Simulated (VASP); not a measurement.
# Ru (P6_3/mmc) in VASP: settings compared

Aim: see how the results for Ru move with the level of theory and the settings. Levels: r2SCAN+D3(BJ), SVWN5, LDA, PBE+D4, PBEsol+D3(BJ). Tasks: single point.

Program: VASP 6.6.1. These are calculated values, not measurements. Logs are shortened: lines on timing, memory, paths and dates and some standing lists are left out, and cuts for length are marked.

**1. The cell of the first run**

Symmetry: P6_3/mmc, No. 194, hexagonal system. Conventional cell: a = 2.759 Å, b = 2.759 Å, c = 4.366 Å, α = 90.00°, β = 90.00°, γ = 120.00°. Ru (site symmetry -6m2) has 12 Ru at 2.70 to 2.76 Å within 3.6 Å.

**2. Single point, r2SCAN+D3(BJ)**

POSCAR reads:

```
Ru
1.0
    2.7588683749      0.0000000000      0.0000000000
   -1.3794341875      2.3892500984      0.0000000000
    0.0000000000      0.0000000000      4.3658801443
Ru
2
Direct
    0.6666666667      0.3333333333      0.7500000000
    0.3333333333      0.6666666667      0.2500000000
```

INCAR.step1 reads:

```
PREC     = Accurate       # precision mode
ENCUT    = 520            # plane-wave cutoff, eV
ISMEAR   = -1             # smearing method
SIGMA    = 0.05           # smearing width, eV
LREAL    = False          # projectors in reciprocal space
LASPH    = True           # aspherical terms in the spheres
NELM     = 100            # most SCF steps
NBANDS   = 21             # bands
GGA      = PE             # functional
ALGO     = Normal         # electronic algorithm
EDIFF    = 1E-4           # SCF threshold, eV
LWAVE    = True           # write WAVECAR
LCHARG   = False          # write CHGCAR
```

INCAR.step2 reads:

```
PREC     = Accurate       # precision mode
ENCUT    = 520            # plane-wave cutoff, eV
EDIFF    = 1E-6           # SCF threshold, eV
ISMEAR   = -1             # smearing method
SIGMA    = 0.05           # smearing width, eV
LREAL    = False          # projectors in reciprocal space
LASPH    = True           # aspherical terms in the spheres
NELM     = 100            # most SCF steps
ALGO     = Normal         # electronic algorithm
ISIF     = 2              # what is computed and relaxed
LWAVE    = False          # write WAVECAR
LCHARG   = False          # write CHGCAR
METAGGA  = R2SCAN         # meta-GGA
LMIXTAU  = True         
IVDW     = 12             # dispersion correction
VDW_S6   = 1.0          
VDW_S8   = 0.78981345   
VDW_A1   = 0.49484001   
VDW_A2   = 5.73083694   
NBANDS   = 21             # bands
ISTART   = 1
```

KPOINTS reads:

```
Automatic mesh
0
Gamma
  11 11 6
```

Potentials or basis: VASP PAW PBE potentials, release 64 (Ru_pv).

On the command line:

```
$ cat potpaw_PBE.64/Ru_pv/POTCAR > POTCAR
$ cp INCAR.step1 INCAR
$ mpirun -np 1 vasp_std > vasp.out
$ cp INCAR.step2 INCAR
$ mpirun -np 1 vasp_std > vasp.out
```

OUTCAR:

```text
PREC = Accurate
   ENCUT = 520
   EDIFF = 1E-6
   ISMEAR = -1
   LREAL = False
   LASPH = True
   NELM = 100
   ISIF = 2
   METAGGA = R2SCAN
   IVDW = 12
   ISTART = 1
 IVDW          = 12

 ion  position               nearest neighbor table
   1  0.667  0.333  0.750-   2 2.70   2 2.70   2 2.70   2 2.70   2 2.70   2 2.70
   2  0.333  0.667  0.250-   1 2.70   1 2.70   1 2.70   1 2.70   1 2.70   1 2.70

  LATTYP: Found a hexagonal cell.
 ALAT       =     2.7588683749
 C/A-ratio  =     1.5824894671

  Lattice vectors:

 A1 = (   2.7588683749,   0.0000000000,   0.0000000000)
 A2 = (  -1.3794341875,   2.3892500984,   0.0000000000)
 A3 = (   0.0000000000,   0.0000000000,   4.3658801443)

Analysis of symmetry for initial positions (statically):
=====================================================================
 Subroutine PRICEL returns:
 Original cell was already a primitive cell.

 Routine SETGRP: Setting up the symmetry group for a
 hexagonal supercell.

 Subroutine GETGRP returns: Found 24 space group operations
 (whereof 12 operations were pure point group operations)
 out of a pool of 24 trial point group operations.

The static configuration has the point symmetry D_3d.
 The point group associated with its full space group is D_6h.

Analysis of symmetry for dynamics (positions and initial velocities):
=====================================================================
 Subroutine PRICEL returns:
 Original cell was already a primitive cell.

 Routine SETGRP: Setting up the symmetry group for a
 hexagonal supercell.

 Subroutine GETGRP returns: Found 24 space group operations
 (whereof 12 operations were pure point group operations)
 out of a pool of 24 trial point group operations.

The dynamic configuration has the point symmetry D_3d.
 The point group associated with its full space group is D_6h.

 Subroutine INISYM returns: Found 24 space group operations
 (whereof 12 operations are pure point group operations),
 and found     1 'primitive' translations

----------------------------------------------------------------------------------------

                                     Primitive cell

  volume of cell :      28.7783

  direct lattice vectors                    reciprocal lattice vectors
     2.758868375  0.000000000  0.000000000     0.362467456  0.209270683  0.000000000
    -1.379434188  2.389250098  0.000000000     0.000000000  0.418541366  0.000000000
     0.000000000  0.000000000  4.365880144     0.000000000  0.000000000  0.229048890

  length of vectors
     2.758868375  2.758868375  4.365880144     0.418541366  0.418541366  0.229048890

  position of ions in fractional coordinates (direct lattice)
     0.666666667  0.333333333  0.750000000
     0.333333333  0.666666667  0.250000000

  ion indices of the primitive-cell ions
   primitive index   ion index
                 1           1
                 2           2

----------------------------------------------------------------------------------------

 KPOINTS: Automatic mesh

Automatic generation of k-mesh.
 Grid dimensions read from file:
 generate k-points for:   11   11    6

 Generating k-lattice:

  Cartesian coordinates                     Fractional coordinates (reciprocal lattice)
     0.032951587  0.019024608  0.000000000     0.090909091  0.000000000  0.000000000
     0.000000000  0.038049215  0.000000000     0.000000000  0.090909091  0.000000000
     0.000000000  0.000000000  0.038174815     0.000000000  0.000000000  0.166666667

  Length of vectors
     0.038049215  0.038049215  0.038174815

  Shift w.r.t. Gamma in fractional coordinates (k-lattice)
     0.000000000  0.000000000  0.000000000

 Subroutine IBZKPT returns following result:
 ===========================================

 Found     64 irreducible k-points:

 Following reciprocal coordinates:
            Coordinates               Weight
  0.000000  0.000000  0.000000      1.000000
  0.090909  0.000000  0.000000      6.000000
  0.181818  0.000000  0.000000      6.000000
  0.272727  0.000000  0.000000      6.000000
  0.363636  0.000000  0.000000      6.000000
  0.454545  0.000000  0.000000      6.000000
[... 16 lines left out ...]
  0.090909  0.090909  0.166667     12.000000
  0.181818  0.090909  0.166667     24.000000
 [... further k-points ...]
   k-points           NKPTS =     64   k-points in BZ     NKDIM =     64   number of bands    NBANDS=     21
   number of dos      NEDOS =    301   number of ions     NIONS =      2
   total plane-waves  NPLWV =  18432
   dimension x,y,z NGX =    24 NGY =   24 NGZ =   32
   dimension x,y,z NGXF=    48 NGYF=   48 NGZF=   64
   ions per type =               2
   NGX,Y,Z   is equivalent  to a cutoff of  14.46, 14.46, 12.19 a.u.
   NGXF,Y,Z  is equivalent  to a cutoff of  28.92, 28.92, 24.37 a.u.
 SYSTEM =  unknown system
   PREC   = accura    normal or accurate (medium, high low for compatibility)
   ISTART =      1    job   : 0-new  1-cont  2-samecut
   ICHARG =      0    charge: 1-file 2-atom 10-const
   ISPIN  =      1    spin polarized calculation?
   LNONCOLLINEAR =      F non collinear calculations
   LSORBIT =      F    spin-orbit coupling
   LASPH  =      T    aspherical Exc in radial PAW
   ENCUT  =  520.0 eV  38.22 Ry    6.18 a.u.   5.13  5.13  8.12*2*pi/ulx,y,z
   NELM   =    100;   NELMIN=  2; NELMDL=  0     # of ELM steps
   EDIFF  = 0.1E-05   stopping-criterion for ELM
   LREAL  =      F    real-space projection
   EDIFFG = 0.1E-04   stopping-criterion for IOM
   NSW    =      0    number of steps for IOM
   IBRION =     -1    ionic relax: 0-MD 1-quasi-New 2-CG
   NFREE  =      0    steps in history (QN), initial steepest desc. (CG)
   ISIF   =      2    stress and relaxation
   ISYM   =      2    0-nonsym 1-usesym 2-fastsym
   POTIM  = 0.5000    time-step for ionic-motion
   TEBEG  =    0.0;   TEEND  =   0.0 temperature during run
   PSTRESS=    0.0 pullay stress
   NELECT =      28.0000    total number of electrons
   NUPDOWN=      -1.0000    fix difference up-down
   EMIN   =  10.00;   EMAX   =-10.00  energy-range for DOS
   EFERMI =   0.00;   METHOD = LEGACY
   ISMEAR =    -1;   SIGMA  =   0.05  broadening in eV -4-tet -1-fermi 0-gaus
   EFERMI_NEDOS =   21; number of points for ismear=-14 and -15
   IALGO  =     38    algorithm
   IMIX   =      4    mixing-type and parameters
     AMIX     =   0.40;   BMIX     =  1.00
     AMIX_MAG =   1.60;   BMIX_MAG =  1.00
  volume/ion in A,a.u.               =      14.39        97.10
  Fermi-wavevector in a.u.,A,eV,Ry     =   1.622206  3.065525 35.804449  2.631553
  Thomas-Fermi vector in A             =   2.715857
   LORBIT       =      0    0 simple, 1 ext, 2 COOP (PROOUT), +10 PAW based schemes
   METAGGA = R2SCAN    functional components
   LHFCALC =     F    Hartree Fock is set to
   AEXX    =    0.0000 exact exchange contribution
   IVDW    =    12    specifies the selected vdW correction
   LEPSILON=     F    determine dielectric tensor
   LRPA    =     F    only Hartree local field effects (RPA)
 non-spin polarized calculation
  energy-cutoff  :      520.00
  volume of cell :       28.78
 maximum number of plane-waves:       796
 NGX is ok and might be reduce to    24
   NGX = 11   NGY = 11   NGZ = 17

 number of electron      28.0000012 magnetization

 Free energy of the ion-electron system (eV)
  ---------------------------------------------------
  ext. energy  EPLUGINS =         0.00000000
  ---------------------------------------------------
  free energy    TOTEN  =       -50.75681574 eV

  energy without entropy =      -50.73936729  energy(sigma->0) =      -50.74809152

 E-fermi :  11.6234     XC(G=0): -14.9985

 val. band max:       11.6018274341   @ k =   0.2727   0.0000   0.0000
 cond. band min:      11.6258969947   @ k =   0.3636   0.0000   0.3333
 fundamental gap:      0.0240695606
 Fermi energy:        11.6234432004

 k-point     1 :       0.0000    0.0000    0.0000
  band No.  band energies     occupation
      1     -33.1752      2.00000
      2     -32.3440      2.00000
      3     -32.3440      2.00000
      4     -32.1911      2.00000
      5     -32.1911      2.00000
      6     -32.1566      2.00000
[... 13 lines left out ...]
     20      20.0774      0.00000
     21      21.7969      0.00000

 k-point     2 :       0.0909    0.0000    0.0000
  band No.  band energies     occupation
      1     -33.1502      2.00000
      2     -32.3963      2.00000
      3     -32.3616      2.00000
      4     -32.2458      2.00000
      5     -32.1985      2.00000
      6     -32.1683      2.00000
[... 13 lines left out ...]
     20      20.0774      0.00000
     21      21.7529      0.00000

 k-point     3 :       0.1818    0.0000    0.0000
  band No.  band energies     occupation
      1     -33.0792      2.00000
      2     -32.5368      2.00000
      3     -32.4073      2.00000
      4     -32.3893      2.00000
      5     -32.2196      2.00000
      6     -32.2035      2.00000
[... 13 lines left out ...]
     20      20.0773      0.00000
     21      21.6275      0.00000

 k-point     4 :       0.2727    0.0000    0.0000
  band No.  band energies     occupation
      1     -32.9742      2.00000
      2     -32.7212      2.00000
      3     -32.5704      2.00000
      4     -32.4645      2.00000
      5     -32.2613      2.00000
      6     -32.2493      2.00000
[... 13 lines left out ...]
     20      20.0774      0.00000
     21      21.4840      0.00000

 k-point     5 :       0.3636    0.0000    0.0000
  band No.  band energies     occupation
      1     -32.8906      2.00000
      2     -32.8558      2.00000
      3     -32.7308      2.00000
      4     -32.5153      2.00000
      5     -32.3362      2.00000
      6     -32.2779      2.00000
[... 13 lines left out ...]
     20      20.9516      0.00000
     21      21.6874      0.00000
[... 382 lines left out ...]
     20      20.0774      0.00000
     21      22.6793      0.00000

 k-point    22 :       0.4545    0.0000    0.1667
  band No.  band energies     occupation
      1     -33.0432      2.00000
      2     -32.8814      2.00000
      3     -32.6717      2.00000
      4     -32.5284      2.00000
      5     -32.3816      2.00000
      6     -32.3123      2.00000
[... 13 lines left out ...]
     20      20.0774      0.00000
     21      22.1430      0.00000

 k-point    23 :       0.0909    0.0909    0.1667
  band No.  band energies     occupation
      1     -33.0518      2.00000
      2     -32.4636      2.00000
      3     -32.4232      2.00000
      4     -32.3561      2.00000
      5     -32.2329      2.00000
      6     -32.2144      2.00000
[... 13 lines left out ...]
     20      20.0774      0.00000
     21      23.1558      0.00000

 k-point    24 :       0.1818    0.0909    0.1667
  band No.  band energies     occupation
      1     -32.9897      2.00000
      2     -32.6043      2.00000
      3     -32.5618      2.00000
      4     -32.4252      2.00000
      5     -32.2734      2.00000
      6     -32.2454      2.00000
[... 13 lines left out ...]
     20      20.0773      0.00000
     21      23.3446      0.00000

 [... further k-points ...]

------------------------ aborting loop because EDIFF is reached ----------------------------------------

 Edisp (eV)   -0.55392

 E8    (eV) :    -0.2003

  FORCE on cell =-STRESS in cart. coord.  units (eV):
  Direction    XX          YY          ZZ          XY          YZ          ZX
  --------------------------------------------------------------------------------------
  -------------------------------------------------------------------------------------
  Total      -3.59296    -3.59296    -3.92797     0.00000     0.00000     0.00000
  in kB    -200.03162  -200.03162  -218.68288     0.00000     0.00000     0.00000
  external pressure =     -206.25 kB  Pullay stress =        0.00 kB

 VOLUME and BASIS-vectors are now :
 -----------------------------------------------------------------------------
  energy-cutoff  :      520.00
  volume of cell :       28.78
      direct lattice vectors                 reciprocal lattice vectors
     2.758868375  0.000000000  0.000000000     0.362467456  0.209270683  0.000000000
    -1.379434188  2.389250098  0.000000000     0.000000000  0.418541366  0.000000000
     0.000000000  0.000000000  4.365880144     0.000000000  0.000000000  0.229048890

 POSITION                                       TOTAL-FORCE (eV/Angst)
 -----------------------------------------------------------------------------------
      1.37943      0.79642      3.27441         0.000000     -0.000000      0.000000
     -0.00000      1.59283      1.09147        -0.000000      0.000000      0.000000
 -----------------------------------------------------------------------------------
    total drift:                               -0.000000      0.000000     -0.000000

  FREE ENERGIE OF THE ION-ELECTRON SYSTEM (eV)
  ---------------------------------------------------
  free  energy   TOTEN  =       -51.3107335475 eV

  energy  without entropy=      -51.2932851038  energy(sigma->0) =      -51.30200933
```

It took 1.8 min on 1 thread of AMD EPYC 9R45 (Zen 5), shared host; peak memory 0.14 GiB.

Results:

```yaml
Free_energy: -51.3107 eV
Pressure: -20.6 GPa
Band_gap_on_the_k_mesh: zero (band 14 reaches 13.10 eV, above the bottom of band 15 at 10.18 eV)
Dispersion_energy_per_atom: -0.277 eV
```

Levels at points of the mesh, in eV from the Fermi level:
| k point | band 11 | band 12 | band 13 | band 14 | band 15 | band 16 | band 17 | band 18 |
| --- | --- | --- | --- | --- | --- | --- | --- | --- |
| (0.00, 0.00, 0.00) | -2.24 | -1.76 | -1.76 | -1.28 | -1.28 | 1.19 | 1.19 | 1.36 |
| (0.00, 0.00, 0.50) | -2.57 | -2.57 | -2.57 | -2.57 | 0.57 | 0.57 | 0.57 | 0.57 |

Caveat: the PAW data sets were made with another functional, which shifts forces and pressure a little; pairwise dispersion overbinds metals, which lowers pressure and volume.

**3. Single point, SVWN5**

This run uses another cell than the first one, of 13.85 Å³/atom, 0.962 times its volume.

INCAR reads:

```
SYSTEM = Ru
PREC = Accurate
ENCUT = 520
EDIFF = 1E-7
ISMEAR = -1
SIGMA = 0.05
LREAL = .False.
LASPH = .True.
NELM = 60
ALGO = Normal
ISIF = 2
LWAVE = .False.
LCHARG = .False.
GGA = VW
NBANDS = 21
```

KPOINTS reads:

```
regular mesh
0
Gamma
  11 11 6
  0 0 0
```

POSCAR reads:

```
Ru
1.0
    2.7237197275      0.0000000000      0.0000000000
   -1.3618598638      2.3588104769      0.0000000000
    0.0000000000      0.0000000000      4.3102577801
Ru
2
Direct
    0.6666666667      0.3333333333      0.7500000000
    0.3333333333      0.6666666667      0.2500000000
```

Potentials or basis: VASP PAW PBE potentials, release 64 (Ru_pv).

On the command line:

```
$ cat potpaw_PBE.64/Ru_pv/POTCAR > POTCAR
$ mpirun -np 1 vasp_std > vasp.out
```

It took 30 s on 1 thread of Intel Xeon Platinum 8259CL at 2.50GHz (Skylake/Cascade Lake), shared host; peak memory 0.14 GiB.

Results (log left out):

```yaml
Free_energy: -21.3033 eV
Pressure: -18.4 GPa
Band_gap_on_the_k_mesh: zero (band 14 reaches 13.63 eV, above the bottom of band 15 at 10.65 eV)
```

Stress tensor (GPa, compression positive):
```
-17.97   0.00   0.00
  0.00 -17.97   0.00
  0.00   0.00 -19.20
```

Levels at points of the mesh, in eV from the Fermi level:
| k point | band 12 | band 13 | band 14 | band 15 | band 16 | band 17 |
| --- | --- | --- | --- | --- | --- | --- |
| (0.00, 0.00, 0.00) | -1.80 | -1.80 | -1.28 | -1.28 | 1.23 | 1.23 |
| (0.00, 0.00, 0.50) | -2.62 | -2.60 | -2.60 | 0.60 | 0.60 | 0.60 |

Caveat: the PAW data sets were made with another functional, which shifts forces and pressure a little.

**4. Single point, LDA**

This run uses another cell than the first one, of 13.85 Å³/atom, 0.962 times its volume.

INCAR reads:

```
PREC     = Accurate       # precision mode
ENCUT    = 520            # plane-wave cutoff, eV
EDIFF    = 1E-7           # SCF threshold, eV
ISMEAR   = -1             # smearing method
SIGMA    = 0.05           # smearing width, eV
LREAL    = F              # projectors in reciprocal space
LASPH    = T              # aspherical terms in the spheres
NELM     = 60             # most SCF steps
ALGO     = Normal         # electronic algorithm
ISIF     = 2              # what is computed and relaxed
LWAVE    = F              # write WAVECAR
LCHARG   = F              # write CHGCAR
NBANDS   = 21             # bands
```

KPOINTS reads:

```
regular mesh
0
Gamma
  11 11 6
```

POSCAR is that of step 3.

Potentials or basis: VASP PAW LDA potentials, release 64 (Ru_pv).

On the command line:

```
$ cat potpaw_LDA.64/Ru_pv/POTCAR > POTCAR
$ mpirun -np 1 vasp_std > vasp.out
```

Wall time 35 s (1 thread of Intel Xeon Platinum 8259CL at 2.50GHz (Skylake/Cascade Lake), shared host); peak memory 0.14 GiB.

It converged, with:

```
Free energy            : -21.3056 eV
Pressure               : -17.3 GPa
Band gap on the k mesh : zero (band 14 reaches 13.79 eV, above the bottom of band 15 at 10.80 eV)
```

Stress tensor (GPa, compression positive):
```
-16.88   0.00   0.00
  0.00 -16.88   0.00
  0.00   0.00 -18.03
```

Levels at points of the mesh, in eV from the Fermi level:
```csv
k point,band 12,band 13,band 14,band 15,band 16,band 17
"(0.00, 0.00, 0.00)",-1.80,-1.80,-1.29,-1.29,1.23,1.23
"(0.00, 0.00, 0.50)",-2.63,-2.60,-2.60,0.60,0.60,0.60
```

[end of part 1 of 2]
